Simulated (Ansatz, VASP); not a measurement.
**Two plane-wave programs on NiO**

The input POSCAR:

```
NiO
1.0
    0.0000000000      2.0993200000      2.0993200000
    2.0993200000      0.0000000000      2.0993200000
    2.0993200000      2.0993200000      0.0000000000
Ni O
1 1
Direct
    0.0000000000      0.0000000000      0.0000000000
    0.5000000000      0.5000000000      0.5000000000
```

File INCAR.step1:

```
SYSTEM = NiO
PREC = Accurate ; ENCUT = 520
ISMEAR = -1 ; SIGMA = 0.02
LREAL = .FALSE. ; LASPH = .TRUE.
NELM = 150 ; ISPIN = 2
MAGMOM = 0.2 0 ; LMAXMIX = 4
NBANDS = 19 ; GGA = PE
ALGO = Normal ; EDIFF = 1E-4
LWAVE = .TRUE. ; LCHARG = .FALSE.
```

Contents of INCAR.step2:

```
SYSTEM = NiO
PREC = Accurate ; ENCUT = 520
EDIFF = 1E-6 ; ISMEAR = -1
SIGMA = 0.02 ; LREAL = .FALSE.
LASPH = .TRUE. ; NELM = 150
ALGO = Normal ; ISIF = 2
LWAVE = .FALSE. ; LCHARG = .FALSE.
ISPIN = 2 ; MAGMOM = 0.2 0
LORBIT = 11 ; LMAXMIX = 4
METAGGA = R2SCAN ; LMIXTAU = .TRUE.
NBANDS = 19 ; ISTART = 1
```

The input KPOINTS:

```
Automatic mesh
0
G
  9 9 9
  0 0 0
```

Input for Ansatz:

```yaml
crystal:
  lattice:
    - [0.0, 2.09932, 2.09932]
    - [2.09932, 0.0, 2.09932]
    - [2.09932, 2.09932, 0.0]
  atoms:
    - { symbol: Ni, position: [0.0, 0.0, 0.0], spin: 0.2 }
    - { symbol: O, position: [0.5, 0.5, 0.5] }
magnetization:
  spin_polarized: true
hamiltonian:
  xc: r2scan
  pseudopotentials: { kind: paw }
basis:
  ecutwfc: 500
kpoints:
  mp_grid: { grid: [9, 9, 9] }
scf:
  occupations: { method: fermi_dirac, width: 0.02 }
  lower_state_search: "off"
output:
  forces: true
  stress: true
```

Change from the starting cell: parallel moments scaled by 0.1, free total moment.

Alike in both runs: task single point; functional r2SCAN; k mesh 9 × 9 × 9; occupations fermi-dirac, width 0.02 eV; collinear spin.

|  | VASP | Ansatz |
| --- | --- | --- |
| version | VASP 6.6.1 | Ansatz 0.2.0 |
| potentials or method | VASP PAW PBE potentials, release 64 (Ni, O), cutoff 520 eV | PAW, plane waves, scalar-relativistic |
| valence electrons in the cell | 16 | 24 |

VASP gave:

- pressure (GPa): -13.0
- net moment per atom (μB): 0.00
- size of the moment on the site where the two differ most (μB): 0.00

Question: What did Ansatz give for the same quantities?

Answer: Pressure (GPa): -1.5; net moment per atom (μB): 1.00; size of the moment on the site where the two differ most (μB): 1.67.

The net moments are unlike, so the other rows may belong to different states. VASP's potentials were made for PBE, not for r2SCAN. Site moments also hang on the region over which each program counts them. VASP's potentials hold 16 valence electrons a cell and Ansatz's 24, so a difference there can come from the potentials and not from the codes. Ansatz's warnings: stability check not made.
